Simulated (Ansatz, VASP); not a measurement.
## Two plane-wave programs on Ca3Lu

INCAR

```
PREC     = Accurate       # precision mode
ENCUT    = 520            # plane-wave cutoff, eV
EDIFF    = 1E-6           # SCF threshold, eV
ISMEAR   = -1             # smearing method
SIGMA    = 0.05           # smearing width, eV
LREAL    = False          # projectors in reciprocal space
LASPH    = True           # aspherical terms in the spheres
NELM     = 60             # most SCF steps
ALGO     = Normal         # electronic algorithm
ISIF     = 2              # what is computed and relaxed
LWAVE    = False          # write WAVECAR
LCHARG   = False          # write CHGCAR
GGA      = PE             # functional
NBANDS   = 36             # bands
```

File KPOINTS:

```
regular mesh
0
Gamma
  5 5 5
```

POSCAR

```
Ca3Lu
1.0
    5.2893096979      0.0000000000      0.0000000000
    0.0000000000      5.2893096979      0.0000000000
    0.0000000000      0.0000000000      5.2893096979
Ca Lu
3 1
Direct
    0.5000000000      0.0000000000      0.0000000000
    0.0000000000      0.5000000000      0.0000000000
    0.0000000000      0.0000000000      0.5000000000
    0.5000000000      0.5000000000      0.5000000000
```

Input for Ansatz:

```yaml
crystal:
  lattice:
    - [5.289309697937302, 0.0, 0.0]
    - [0.0, 5.289309697937302, 0.0]
    - [0.0, 0.0, 5.289309697937302]
  atoms:
    - { symbol: Ca, position: [0.5, 0.0, 0.0] }
    - { symbol: Ca, position: [0.0, 0.5, 0.0] }
    - { symbol: Ca, position: [0.0, 0.0, 0.5] }
    - { symbol: Lu, position: [0.5, 0.5, 0.5] }
basis:
  ecutwfc: 421.77648681281397
kpoints:
  mp_grid:
    grid: [5, 5, 5]
hamiltonian:
  xc: pbe
  pseudopotentials:
    kind: paw
scf:
  occupations:
    method: fermi_dirac
    width: 0.05
output:
  stress: true
```

Alike in both runs: task single point; functional PBE; k mesh 5 × 5 × 5; occupations fermi-dirac, width 0.05 eV; no spin polarisation.

```csv
,VASP,Ansatz
version,VASP 6.6.1,Ansatz 0.2.0
potentials or method,"VASP PAW PBE potentials, release 64 (Ca_sv, Lu), cutoff 520 eV","plane waves, PAW"
valence electrons in the cell,55,55
```

|  | VASP | Ansatz | Ansatz less VASP |
| --- | --- | --- | --- |
| pressure (GPa) | 1.0 | 1.0 | -0.03 |

Neither program's run includes spin-orbit coupling.
